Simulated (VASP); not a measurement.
# Ti (Fm-3m) in VASP: a series of runs

Ti is run at these levels: PBE; tasks: single point.

All numbers are computed with VASP 6.6.1; they aren't measurements. Logs are shortened: lines on timing, memory, paths and dates and some standing lists are left out, and cuts for length are marked.

## (1) The cell of the first run

The structure is cubic, space group Fm-3m (No. 225). Conventional cell: a = 4.060 Å, b = 4.060 Å, c = 4.060 Å, α = 90.00°, β = 90.00°, γ = 90.00°. Ti (site symmetry m-3m) has 12 Ti at 2.87 Å within 3.8 Å.

## (2) Single point, PBE

Input file INCAR:

```
SYSTEM = Ti
ALGO     = Normal         ! electronic algorithm
EDIFF    = 1E-6           ! SCF threshold, eV
ENCUT    = 520            ! plane-wave cutoff, eV
GGA      = PE             ! functional
ISIF     = 2              ! what is computed and relaxed
ISMEAR   = 0              ! smearing method
LASPH    = .TRUE.         ! aspherical terms in the spheres
LCHARG   = .FALSE.        ! write CHGCAR
LREAL    = .FALSE.        ! projectors in reciprocal space
LWAVE    = .FALSE.        ! write WAVECAR
NBANDS   = 12             ! bands
NELM     = 80             ! most SCF steps
PREC     = Accurate       ! precision mode
SIGMA    = 0.014          ! smearing width, eV
```

Input file KPOINTS:

```
k-points
0
G
  11 11 11
  0 0 0
```

Input file POSCAR:

```
Ti
1.0
    0.0000000000      2.0300000000      2.0300000000
    2.0300000000      0.0000000000      2.0300000000
    2.0300000000      2.0300000000      0.0000000000
Ti
1
Direct
    0.0000000000      0.0000000000      0.0000000000
```

Potentials or basis: VASP PAW PBE potentials, release 64 (Ti_sv).

Command:

```sh
$ cat potpaw_PBE.64/Ti_sv/POTCAR > POTCAR
$ mpirun -np 1 vasp_std > vasp.out
```

OUTCAR:

```text
SYSTEM = Ti
   EDIFF = 1E-6
   ENCUT = 520
   GGA = PE
   ISIF = 2
   ISMEAR = 0
   LASPH = .TRUE.
   LREAL = .FALSE.
   NELM = 80
   PREC = Accurate

 ion  position               nearest neighbor table
   1  0.000  0.000  0.000-

  LATTYP: Found a face centered cubic cell.
 ALAT       =     4.0600000000

  Lattice vectors:

 A1 = (   0.0000000000,   2.0300000000,   2.0300000000)
 A2 = (   2.0300000000,   0.0000000000,   2.0300000000)
 A3 = (   2.0300000000,   2.0300000000,   0.0000000000)

Analysis of symmetry for initial positions (statically):
=====================================================================
 Subroutine PRICEL returns:
 Original cell was already a primitive cell.

 Routine SETGRP: Setting up the symmetry group for a
 face centered cubic supercell.

 Subroutine GETGRP returns: Found 48 space group operations
 (whereof 48 operations were pure point group operations)
 out of a pool of 48 trial point group operations.

The static configuration has the point symmetry O_h .

Analysis of symmetry for dynamics (positions and initial velocities):
=====================================================================
 Subroutine PRICEL returns:
 Original cell was already a primitive cell.

 Routine SETGRP: Setting up the symmetry group for a
 face centered cubic supercell.

 Subroutine GETGRP returns: Found 48 space group operations
 (whereof 48 operations were pure point group operations)
 out of a pool of 48 trial point group operations.

The dynamic configuration has the point symmetry O_h .

 Subroutine INISYM returns: Found 48 space group operations
 (whereof 48 operations are pure point group operations),
 and found     1 'primitive' translations

----------------------------------------------------------------------------------------

                                     Primitive cell

  volume of cell :      16.7309

  direct lattice vectors                    reciprocal lattice vectors
     0.000000000  2.030000000  2.030000000    -0.246305419  0.246305419  0.246305419
     2.030000000  0.000000000  2.030000000     0.246305419 -0.246305419  0.246305419
     2.030000000  2.030000000  0.000000000     0.246305419  0.246305419 -0.246305419

  length of vectors
     2.870853532  2.870853532  2.870853532     0.426613499  0.426613499  0.426613499

  position of ions in fractional coordinates (direct lattice)
     0.000000000  0.000000000  0.000000000
[... 70 lines left out ...]
   ISPIN  =      1    spin polarized calculation?
   LNONCOLLINEAR =      F non collinear calculations
   LSORBIT =      F    spin-orbit coupling
   LASPH  =      T    aspherical Exc in radial PAW
   ENCUT  =  520.0 eV  38.22 Ry    6.18 a.u.   5.34  5.34  5.34*2*pi/ulx,y,z
   NELM   =     80;   NELMIN=  2; NELMDL= -5     # of ELM steps
   EDIFF  = 0.1E-05   stopping-criterion for ELM
   LREAL  =      F    real-space projection
[... 7 lines left out ...]
   TEBEG  =    0.0;   TEEND  =   0.0 temperature during run
   PSTRESS=    0.0 pullay stress
   NELECT =      12.0000    total number of electrons
   NUPDOWN=      -1.0000    fix difference up-down
   EMIN   =  10.00;   EMAX   =-10.00  energy-range for DOS
   EFERMI =   0.00;   METHOD = LEGACY
   ISMEAR =     0;   SIGMA  =   0.01  broadening in eV -4-tet -1-fermi 0-gaus
   EFERMI_NEDOS =   21; number of points for ismear=-14 and -15
   IALGO  =     38    algorithm
   IMIX   =      4    mixing-type and parameters
     AMIX     =   0.40;   BMIX     =  1.00
     AMIX_MAG =   1.60;   BMIX_MAG =  1.00
  volume/ion in A,a.u.               =      16.73       112.91
  Fermi-wavevector in a.u.,A,eV,Ry     =   1.465421  2.769245 29.217967  2.147460
  Thomas-Fermi vector in A             =   2.581280
   LORBIT       =      0    0 simple, 1 ext, 2 COOP (PROOUT), +10 PAW based schemes
   GGA     = PE    functional components
   LHFCALC =     F    Hartree Fock is set to
   AEXX    =    0.0000 exact exchange contribution
   IVDW    =     0    specifies the selected vdW correction
   LEPSILON=     F    determine dielectric tensor
   LRPA    =     F    only Hartree local field effects (RPA)
 non-spin polarized calculation
 Gauss-broadening in eV      SIGMA  =   0.01
  energy-cutoff  :      520.00
  volume of cell :       16.73
 maximum number of plane-waves:       463
 NGX is ok and might be reduce to    24
   NGX = 11   NGY = 11   NGZ = 11

 number of electron      12.0000002 magnetization

 Free energy of the ion-electron system (eV)
  ---------------------------------------------------
  ext. energy  EPLUGINS =         0.00000000
  ---------------------------------------------------
  free energy    TOTEN  =        -7.77574433 eV

  energy without entropy =       -7.77572021  energy(sigma->0) =       -7.77573227

 E-fermi :   8.6049     XC(G=0): -11.6716

 val. band max:        8.5949471816   @ k =   0.1818   0.1818   0.0000
 cond. band min:       8.6540744342   @ k =   0.2727   0.0000   0.0000
 fundamental gap:      0.0591272526
 Fermi energy:         8.6049047993

 k-point     1 :       0.0000    0.0000    0.0000
  band No.  band energies     occupation
      1     -47.9930      2.00000
      2     -23.8080      2.00000
      3     -23.8080      2.00000
      4     -23.8080      2.00000
      5       2.4389      2.00000
      6       9.5417      0.00000
      7       9.5417      0.00000
      8       9.5417      0.00000
      9      11.2608      0.00000
     10      11.2608      0.00000
     11      24.0813      0.00000
     12      28.7362      0.00000
[... 331 lines left out ...]
 k-point    24 :      -0.1818    0.1818    0.0000
  band No.  band energies     occupation
      1     -47.8989      2.00000
      2     -24.2265      2.00000
      3     -23.9797      2.00000
      4     -23.8559      2.00000
      5       4.9775      2.00000
      6       8.4339      2.00000
      7       9.4535      0.00000
      8      10.4530      0.00000
      9      10.4683      0.00000
     10      12.2614      0.00000
     11      22.4355      0.00000
     12      22.9702      0.00000

 [... further k-points ...]
[... 5 lines left out ...]
  --------------------------------------------------------------------------------------
  -------------------------------------------------------------------------------------
  Total        0.3663180      0.3663180      0.3663180     -0.0000000      0.0000000     -0.0000000
  in kB       35.0792865     35.0792865     35.0792865     -0.0000000      0.0000000     -0.0000000
  external PRESSURE =      35.0792865 kB  Pullay stress =       0.0000000 kB

 VOLUME and BASIS-vectors are now :
 -----------------------------------------------------------------------------
  energy-cutoff  :      520.00
  volume of cell :       16.73
      direct lattice vectors                 reciprocal lattice vectors
     0.000000000  2.030000000  2.030000000    -0.246305419  0.246305419  0.246305419
     2.030000000  0.000000000  2.030000000     0.246305419 -0.246305419  0.246305419
     2.030000000  2.030000000  0.000000000     0.246305419  0.246305419 -0.246305419

 POSITION                                       TOTAL-FORCE (eV/Angst)
 -----------------------------------------------------------------------------------
      0.00000      0.00000      0.00000         0.000000     -0.000000      0.000000
 -----------------------------------------------------------------------------------
    total drift:                               -0.000000     -0.000000      0.000000

  FREE ENERGIE OF THE ION-ELECTRON SYSTEM (eV)
  ---------------------------------------------------
  free  energy   TOTEN  =        -7.7757443319 eV

  energy  without entropy=       -7.7757202135  energy(sigma->0) =       -7.77573227
```

Run time: 19 s. Hardware: 1 thread of AMD EPYC 7R43 (Zen 3), shared host; peak memory 0.11 GiB.

What came out:

| Property | Result |
| --- | --- |
| Free energy | -7.7757 eV |
| Pressure | 3.5 GPa |
| Band gap on the k mesh | zero (band 6 reaches 9.54 eV, above the bottom of band 7 at 8.35 eV) |

Levels at points of the mesh, in eV from the Fermi level:
```tsv
k point	band 4	band 5	band 6	band 7	band 8	band 9
(0.00, 0.00, 0.00)	-32.41	-6.17	0.94	0.94	0.94	2.66
```

## (3) Single point, PBE

Input file INCAR:

```
SYSTEM = Ti
  ALGO = Normal
  EDIFF = 1E-7
  ENCUT = 520
  GGA = PE
  ISIF = 2
  ISMEAR = 0
  LASPH = .TRUE.
  LCHARG = .FALSE.
  LREAL = .FALSE.
  LWAVE = .FALSE.
  NBANDS = 12
  NELM = 100
  PREC = Accurate
  SIGMA = 0.015
```

KPOINTS is that of step 2.

POSCAR is that of step 2.

Potentials or basis: VASP PAW PBE potentials, release 64 (Ti_sv).

Command:

```sh
$ cat potpaw_PBE.64/Ti_sv/POTCAR > POTCAR
$ mpirun -np 1 vasp_std > vasp.out
```

OUTCAR:

```text
SYSTEM = Ti
   EDIFF = 1E-7
   ENCUT = 520
   GGA = PE
   ISIF = 2
   ISMEAR = 0
   LASPH = .TRUE.
   LREAL = .FALSE.
   NELM = 100
   PREC = Accurate

 ion  position               nearest neighbor table
   1  0.000  0.000  0.000-

  LATTYP: Found a face centered cubic cell.
 ALAT       =     4.0600000000

  Lattice vectors:

 A1 = (   0.0000000000,   2.0300000000,   2.0300000000)
 A2 = (   2.0300000000,   0.0000000000,   2.0300000000)
 A3 = (   2.0300000000,   2.0300000000,   0.0000000000)

Analysis of symmetry for initial positions (statically):
=====================================================================
 Subroutine PRICEL returns:
 Original cell was already a primitive cell.

 Routine SETGRP: Setting up the symmetry group for a
 face centered cubic supercell.

 Subroutine GETGRP returns: Found 48 space group operations
 (whereof 48 operations were pure point group operations)
 out of a pool of 48 trial point group operations.

The static configuration has the point symmetry O_h .

Analysis of symmetry for dynamics (positions and initial velocities):
=====================================================================
 Subroutine PRICEL returns:
 Original cell was already a primitive cell.

 Routine SETGRP: Setting up the symmetry group for a
 face centered cubic supercell.

 Subroutine GETGRP returns: Found 48 space group operations
 (whereof 48 operations were pure point group operations)
 out of a pool of 48 trial point group operations.

The dynamic configuration has the point symmetry O_h .

 Subroutine INISYM returns: Found 48 space group operations
 (whereof 48 operations are pure point group operations),
 and found     1 'primitive' translations

----------------------------------------------------------------------------------------

                                     Primitive cell

[... 109 lines left out ...]
  volume/ion in A,a.u.               =      16.73       112.91
  Fermi-wavevector in a.u.,A,eV,Ry     =   1.465421  2.769245 29.217967  2.147460
  Thomas-Fermi vector in A             =   2.581280
   LORBIT       =      0    0 simple, 1 ext, 2 COOP (PROOUT), +10 PAW based schemes
   GGA     = PE    functional components
   LHFCALC =     F    Hartree Fock is set to
   AEXX    =    0.0000 exact exchange contribution
   IVDW    =     0    specifies the selected vdW correction
   LEPSILON=     F    determine dielectric tensor
   LRPA    =     F    only Hartree local field effects (RPA)
 non-spin polarized calculation
 Gauss-broadening in eV      SIGMA  =   0.01
  energy-cutoff  :      520.00
  volume of cell :       16.73
 maximum number of plane-waves:       463
 NGX is ok and might be reduce to    24
   NGX = 11   NGY = 11   NGZ = 11

 number of electron      12.0000002 magnetization

 Free energy of the ion-electron system (eV)
  ---------------------------------------------------
  ext. energy  EPLUGINS =         0.00000000
  ---------------------------------------------------
  free energy    TOTEN  =        -7.77574622 eV

  energy without entropy =       -7.77571972  energy(sigma->0) =       -7.77573297

 E-fermi :   8.6057     XC(G=0): -11.6716

 val. band max:        8.5948406647   @ k =   0.1818   0.1818   0.0000
 cond. band min:       8.6539937695   @ k =   0.2727   0.0000   0.0000
 fundamental gap:      0.0591531048
 Fermi energy:         8.6056772311

 k-point     1 :       0.0000    0.0000    0.0000
  band No.  band energies     occupation
      1     -47.9932      2.00000
      2     -23.8082      2.00000
      3     -23.8082      2.00000
      4     -23.8082      2.00000
      5       2.4390      2.00000
      6       9.5416      0.00000
      7       9.5416      0.00000
      8       9.5416      0.00000
      9      11.2607      0.00000
     10      11.2607      0.00000
     11      24.0813      0.00000
     12      28.7362      0.00000
[... 331 lines left out ...]
 k-point    24 :      -0.1818    0.1818    0.0000
  band No.  band energies     occupation
      1     -47.8991      2.00000
      2     -24.2267      2.00000
      3     -23.9799      2.00000
      4     -23.8561      2.00000
      5       4.9776      2.00000
      6       8.4338      2.00000
      7       9.4534      0.00000
      8      10.4529      0.00000
      9      10.4682      0.00000
     10      12.2612      0.00000
     11      22.4355      0.00000
     12      22.9701      0.00000

 [... further k-points ...]
[... 5 lines left out ...]
  --------------------------------------------------------------------------------------
  -------------------------------------------------------------------------------------
  Total        0.3655434      0.3655434      0.3655434     -0.0000000     -0.0000000      0.0000000
  in kB       35.0051063     35.0051063     35.0051063     -0.0000000     -0.0000000      0.0000000
  external PRESSURE =      35.0051063 kB  Pullay stress =       0.0000000 kB

 VOLUME and BASIS-vectors are now :
 -----------------------------------------------------------------------------
  energy-cutoff  :      520.00
  volume of cell :       16.73
      direct lattice vectors                 reciprocal lattice vectors
     0.000000000  2.030000000  2.030000000    -0.246305419  0.246305419  0.246305419
     2.030000000  0.000000000  2.030000000     0.246305419 -0.246305419  0.246305419
     2.030000000  2.030000000  0.000000000     0.246305419  0.246305419 -0.246305419

 POSITION                                       TOTAL-FORCE (eV/Angst)
 -----------------------------------------------------------------------------------
      0.00000      0.00000      0.00000         0.000000      0.000000      0.000000
 -----------------------------------------------------------------------------------
    total drift:                               -0.000000     -0.000000     -0.000000

  FREE ENERGIE OF THE ION-ELECTRON SYSTEM (eV)
  ---------------------------------------------------
  free  energy   TOTEN  =        -7.7757462237 eV

  energy  without entropy=       -7.7757197249  energy(sigma->0) =       -7.77573297
```

OSZICAR:

```text
N       E                     dE             d eps       ncg     rms          rms(c)
DAV:   1     0.882258683510E+02    0.88226E+02   -0.65502E+03  1348   0.121E+03
DAV:   2    -0.406442760842E+01   -0.92290E+02   -0.89777E+02  1360   0.297E+02
DAV:   3    -0.860745444449E+01   -0.45430E+01   -0.44902E+01  1816   0.670E+01
DAV:   4    -0.872951800367E+01   -0.12206E+00   -0.12177E+00  1568   0.960E+00
DAV:   5    -0.873270237329E+01   -0.31844E-02   -0.31843E-02  1576   0.137E+00    0.863E+00
DAV:   6    -0.777229539516E+01    0.96041E+00   -0.19443E+00  1456   0.211E+01    0.233E+00
DAV:   7    -0.776360443912E+01    0.86910E-02   -0.10144E-01  1652   0.386E+00    0.134E+00
DAV:   8    -0.777625281947E+01   -0.12648E-01   -0.44976E-02  1416   0.303E+00    0.353E-01
DAV:   9    -0.777571189863E+01    0.54092E-03   -0.88178E-03  1692   0.122E+00    0.803E-02
DAV:  10    -0.777575974802E+01   -0.47849E-04   -0.31214E-04  1428   0.213E-01    0.271E-02
DAV:  11    -0.777574705816E+01    0.12690E-04   -0.46553E-05  1620   0.781E-02    0.727E-03
DAV:  12    -0.777574545159E+01    0.16066E-05   -0.25869E-06  1460   0.172E-02    0.187E-03
DAV:  13    -0.777574607955E+01   -0.62795E-06   -0.31521E-07  1596   0.478E-03    0.118E-03
DAV:  14    -0.777574622163E+01   -0.14208E-06   -0.55021E-08  1000   0.264E-03    0.559E-04
DAV:  15    -0.777574622371E+01   -0.20866E-08   -0.57788E-09   740   0.783E-04
   1 F= -.77757462E+01 E0= -.77757330E+01  d E =-.264988E-04
```

stdout:

```text
POSCAR found type information on POSCAR Ti
 POSCAR found :  1 types and       1 ions
 scaLAPACK will be used
 LDA part: xc-table for (Slater+PW92), standard interpolation
 POSCAR, INCAR and KPOINTS ok, starting setup
 FFT: planning ... GRIDC
 FFT: planning ... GRID_SOFT
 FFT: planning ... GRID
 WAVECAR not read
 entering main loop
```

It took 17 s on 1 thread of AMD EPYC 7R43 (Zen 3), shared host; peak memory 0.11 GiB.

What came out:

```yaml
Free_energy: -7.7757 eV
Pressure: 3.5 GPa
Band_gap_on_the_k_mesh: zero (band 6 reaches 9.54 eV, above the bottom of band 7 at 8.35 eV)
```
